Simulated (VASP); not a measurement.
# MgS (Niningerite): single point with LDA

The system is MgS (Niningerite).

```xyz
2
Lattice="0.0000 2.5645 2.5645 2.5645 0.0000 2.5645 2.5645 2.5645 0.0000" Properties=species:S:1:pos:R:3 pbc="T T T"
Mg    0.0000    0.0000    0.0000
S     2.5645    2.5645    2.5645
```

| Item | Value |
| --- | --- |
| Program | VASP 6.6.1 |
| Task | single point |
| Functional | LDA |
| Potentials or basis | VASP PAW LDA potentials, release 64 (Mg, S) |
| Cutoff | 600 eV |
| k mesh | 8 × 8 × 8 |
| Occupations | gaussian, width 0.01 eV |
| Spin | no spin polarisation |

```yaml
Pressure: -0.6 GPa
Band_gap_on_the_k_mesh: 2.65 eV, indirect (least direct gap 3.84 eV)
```

Levels at points of the mesh, in eV from the valence-band top:
| k point | band 1 | band 2 | band 3 | band 4 | band 5 | band 6 | band 7 | band 8 |
| --- | --- | --- | --- | --- | --- | --- | --- | --- |
| (0.00, 0.00, 0.00) | -12.89 | 0.00 | 0.00 | 0.00 | 3.84 | 7.81 | 7.81 | 7.81 |
| (0.50, 0.00, 0.00) | -11.45 | -5.14 | -0.65 | -0.65 | 4.44 | 6.79 | 6.79 | 10.31 |
| (0.50, 0.50, 0.00) | -11.03 | -4.48 | -1.81 | -1.81 | 2.65 | 4.12 | 12.22 | 12.88 |

It took 9 s on 1 thread of Intel(R) Xeon(R) Platinum 8375C CPU @ 2.90GHz (Ice Lake), on a shared host, peak memory 0.15 GiB.

A k mesh can miss the band edges. Expect the measured gap to be larger: semilocal functionals such as LDA lack the derivative discontinuity.
